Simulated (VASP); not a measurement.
# SrMg (Pm-3m) in VASP: further runs, part 2 of 2

VASP 6.6.1.

### Step 6. Single point, LDA (volume scaled by 1.04)

Input file INCAR:

```
SYSTEM = SrMg
  PREC = Accurate
  ENCUT = 520
  EDIFF = 1E-7
  ISMEAR = -1
  SIGMA = 0.05
  LREAL = .False.
  LASPH = .True.
  NELM = 100
  ALGO = Normal
  ISIF = 2
  LWAVE = .False.
  LCHARG = .False.
  NBANDS = 13
```

Input file KPOINTS:

```
regular mesh
0
Gamma
  9 9 9
  0 0 0
```

Input file POSCAR:

```
SrMg
1.0
    3.9513216749      0.0000000000      0.0000000000
    0.0000000000      3.9513216749      0.0000000000
    0.0000000000      0.0000000000      3.9513216749
Sr Mg
1 1
Direct
    0.5000000000      0.5000000000      0.5000000000
    0.0000000000      0.0000000000      0.0000000000
```

Potentials or basis: VASP PAW LDA potentials, release 64 (Sr_sv, Mg).

Launch:

```bash
> cat potpaw_LDA.64/Sr_sv/POTCAR potpaw_LDA.64/Mg/POTCAR > POTCAR
> mpirun -np 1 vasp_std > vasp.out
```

OUTCAR:

```text
SYSTEM = SrMg
   PREC = Accurate
   ENCUT = 520
   EDIFF = 1E-7
   ISMEAR = -1
   LREAL = .False.
   LASPH = .True.
   NELM = 100
   ISIF = 2

 ion  position               nearest neighbor table
   1  0.500  0.500  0.500-   2 3.42   2 3.42   2 3.42   2 3.42   2 3.42   2 3.42   2 3.42   2 3.42

   2  0.000  0.000  0.000-   1 3.42   1 3.42   1 3.42   1 3.42   1 3.42   1 3.42   1 3.42   1 3.42

  LATTYP: Found a simple cubic cell.
 ALAT       =     3.9513216749

  Lattice vectors:

 A1 = (   3.9513216749,   0.0000000000,   0.0000000000)
 A2 = (   0.0000000000,   3.9513216749,   0.0000000000)
 A3 = (   0.0000000000,   0.0000000000,   3.9513216749)

Analysis of symmetry for initial positions (statically):
=====================================================================
 Subroutine PRICEL returns:
 Original cell was already a primitive cell.

 Routine SETGRP: Setting up the symmetry group for a
 simple cubic supercell.

 Subroutine GETGRP returns: Found 48 space group operations
 (whereof 48 operations were pure point group operations)
 out of a pool of 48 trial point group operations.

The static configuration has the point symmetry O_h .

Analysis of symmetry for dynamics (positions and initial velocities):
=====================================================================
 Subroutine PRICEL returns:
 Original cell was already a primitive cell.

 Routine SETGRP: Setting up the symmetry group for a
 simple cubic supercell.

 Subroutine GETGRP returns: Found 48 space group operations
 (whereof 48 operations were pure point group operations)
 out of a pool of 48 trial point group operations.

The dynamic configuration has the point symmetry O_h .

 Subroutine INISYM returns: Found 48 space group operations
 (whereof 48 operations are pure point group operations),
 and found     1 'primitive' translations

----------------------------------------------------------------------------------------

                                     Primitive cell

[... 114 lines left out ...]
   LORBIT       =      0    0 simple, 1 ext, 2 COOP (PROOUT), +10 PAW based schemes
   GGA     = CA    functional components
   LHFCALC =     F    Hartree Fock is set to
   AEXX    =    0.0000 exact exchange contribution
   IVDW    =     0    specifies the selected vdW correction
   LEPSILON=     F    determine dielectric tensor
   LRPA    =     F    only Hartree local field effects (RPA)
 non-spin polarized calculation
  energy-cutoff  :      520.00
  volume of cell :       61.69
 maximum number of plane-waves:      1683
 NGX is ok and might be reduce to    30
   NGX = 15   NGY = 15   NGZ = 15

 number of electron      12.0000000 magnetization

 Free energy of the ion-electron system (eV)
  ---------------------------------------------------
  ext. energy  EPLUGINS =         0.00000000
  ---------------------------------------------------
  free energy    TOTEN  =        -3.88768882 eV

  energy without entropy =       -3.87506652  energy(sigma->0) =       -3.88137767

 E-fermi :   2.4438     XC(G=0):  -8.7179

 val. band max:        2.2888891753   @ k =   0.3333   0.3333   0.2222
 cond. band min:       2.4522312189   @ k =   0.2222   0.0000   0.0000
 fundamental gap:      0.1633420436
 Fermi energy:         2.4438213339

 k-point     1 :       0.0000    0.0000    0.0000
  band No.  band energies     occupation
      1     -33.0439      2.00000
      2     -15.0969      2.00000
      3     -15.0969      2.00000
      4     -15.0969      2.00000
      5      -2.7394      2.00000
      6       3.0856      0.00001
      7       3.0856      0.00001
      8       6.7220      0.00000
      9       6.7220      0.00000
     10       6.7220      0.00000
     11       7.3705      0.00000
     12       7.3705      0.00000
     13       7.3705      0.00000
[... 354 lines left out ...]
  band No.  band energies     occupation
      1     -33.0168      2.00000
      2     -15.3217      2.00000
      3     -15.2589      2.00000
      4     -15.0843      2.00000
      5      -0.0104      2.00000
      6       1.5674      2.00000
      7       2.7780      0.00250
      8       4.0419      0.00000
      9       5.3112      0.00000
     10       5.7308      0.00000
     11       8.2026      0.00000
     12       8.6552      0.00000
     13       8.9414      0.00000

 [... further k-points ...]
[... 5 lines left out ...]
  --------------------------------------------------------------------------------------
  -------------------------------------------------------------------------------------
  Total        0.7654611      0.7654611      0.7654611      0.0000000     -0.0000000      0.0000000
  in kB       19.8795502     19.8795502     19.8795502      0.0000000     -0.0000000      0.0000000
  external PRESSURE =      19.8795502 kB  Pullay stress =       0.0000000 kB

 VOLUME and BASIS-vectors are now :
 -----------------------------------------------------------------------------
  energy-cutoff  :      520.00
  volume of cell :       61.69
      direct lattice vectors                 reciprocal lattice vectors
     3.951321675  0.000000000  0.000000000     0.253079876  0.000000000  0.000000000
     0.000000000  3.951321675  0.000000000     0.000000000  0.253079876  0.000000000
     0.000000000  0.000000000  3.951321675     0.000000000  0.000000000  0.253079876

 POSITION                                       TOTAL-FORCE (eV/Angst)
 -----------------------------------------------------------------------------------
      1.97566      1.97566      1.97566         0.000000      0.000000      0.000000
      0.00000      0.00000      0.00000         0.000000      0.000000      0.000000
 -----------------------------------------------------------------------------------
    total drift:                                0.000000      0.000000      0.000000

  FREE ENERGIE OF THE ION-ELECTRON SYSTEM (eV)
  ---------------------------------------------------
  free  energy   TOTEN  =        -3.8876888223 eV

  energy  without entropy=       -3.8750665196  energy(sigma->0) =       -3.88137767
```

stdout:

```text
POSCAR found type information on POSCAR SrMg
 POSCAR found :  2 types and       2 ions
 scaLAPACK will be used
 LDA part: xc-table for (Slater(with rela. corr.)+CA(PZ))
 , standard interpolation
 POSCAR, INCAR and KPOINTS ok, starting setup
 FFT: planning ... GRIDC
 FFT: planning ... GRID_SOFT
 FFT: planning ... GRID
 WAVECAR not read
 entering main loop
```

Wall time 9.1 s (1 thread of Intel Xeon 6975P-C (Granite Rapids), shared host); peak memory 0.16 GiB.

What came out:

```yaml
Free_energy: -3.8877 eV
Pressure: 2.0 GPa
Band_gap_on_the_k_mesh: zero (band 6 reaches 3.09 eV, above the bottom of band 7 at 1.74 eV)
```

Levels at points of the mesh, in eV from the Fermi level:
```tsv
k point	band 3	band 4	band 5	band 6	band 7	band 8	band 9	band 10
(0.00, 0.00, 0.00)	-17.54	-17.54	-5.18	0.64	0.64	4.28	4.28	4.28
```

### Step 7. The runs side by side

```tsv
cell	gap on the mesh (eV)	pressure (GPa)
a = 3.900 Å, 2 atoms	none	3.3
a = 3.820 Å, 2 atoms	none	5.7
a = 3.874 Å, 2 atoms	none	4.0
a = 3.913 Å, 2 atoms	none	2.9
a = 3.951 Å, 2 atoms	none	2.0
```

Alike in all rows: task single point; level LDA; potentials or basis VASP PAW LDA potentials, release 64 (Sr_sv, Mg); no spin polarisation; k mesh 9 × 9 × 9; cutoff (eV) 520; smearing fermi-dirac 0.05 eV.

Absolute energies hang on the potentials; compare differences alone.
